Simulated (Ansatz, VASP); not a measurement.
## HgTe in VASP and in Ansatz

The input INCAR:

```
SYSTEM = HgTe
PREC = Accurate
ENCUT = 520
EDIFF = 1E-6
ISMEAR = -1
SIGMA = 0.05
LREAL = .FALSE.
LASPH = .TRUE.
NELM = 60
ALGO = Normal
ISIF = 2
LWAVE = .FALSE.
LCHARG = .FALSE.
NBANDS = 16
```

The input KPOINTS:

```
Automatic mesh
0
G
  11 11 11
  0 0 0
```

The input POSCAR:

```
HgTe
1.0
    0.0000000000      3.2169425638      3.2169425638
    3.2169425638      0.0000000000      3.2169425638
    3.2169425638      3.2169425638      0.0000000000
Hg Te
1 1
Direct
    0.0000000000      0.0000000000      0.0000000000
    0.2500000000      0.2500000000      0.2500000000
```

Input for Ansatz:

```yaml
crystal:
  lattice:
    - [0.0, 3.2169425638, 3.2169425638]
    - [3.2169425638, 0.0, 3.2169425638]
    - [3.2169425638, 3.2169425638, 0.0]
  atoms:
    - { symbol: Hg, position: [0.0, 0.0, 0.0] }
    - { symbol: Te, position: [0.25, 0.25, 0.25] }
kpoints:
  mp_grid: { grid: [11, 11, 11] }
  band_path:
    path:
      - [0.0, 0.0, 0.0]
      - [-0.5, -0.5, 0.0]
      - [-0.375, -0.375, 0.25]
      - [-0.375, 0.0, 0.375]
      - [0.0, 0.0, 0.0]
      - [0.0, 0.0, 0.5]
      - [-0.5, -0.25, 0.25]
      - [-0.5, -0.5, 0.0]
    npoints: 14
scf:
  occupations: { method: fermi_dirac, width: 0.05 }
hamiltonian:
  xc: lda
  pseudopotentials: { kind: all_electron, lapw: { basis_error: 0.001 } }
output:
  forces: true
  stress: true
  eigenvalues: true
  populations: true
  dos: { projected: true, de: 0.2, e_range: [-14, 8] }
```

Alike in both runs: task single point; functional LDA; k mesh 11 × 11 × 11; occupations fermi-dirac, width 0.05 eV; no spin polarisation.

|  | VASP | Ansatz |
| --- | --- | --- |
| version | VASP 6.6.1 | Ansatz 0.2.0 |
| potentials or method | VASP PAW LDA potentials, release 64 (Hg, Te), cutoff 520 eV | all-electron LAPW, scalar-relativistic |

```csv
,VASP,Ansatz,Ansatz less VASP
pressure (GPa),0.3,0.0,-0.25
```

LDA's correlation is that of Perdew and Zunger in VASP and of Perdew and Wang (1992) in Ansatz. Ansatz ran all-electron here, and VASP with PAW potentials.

Neither program's run includes spin-orbit coupling.
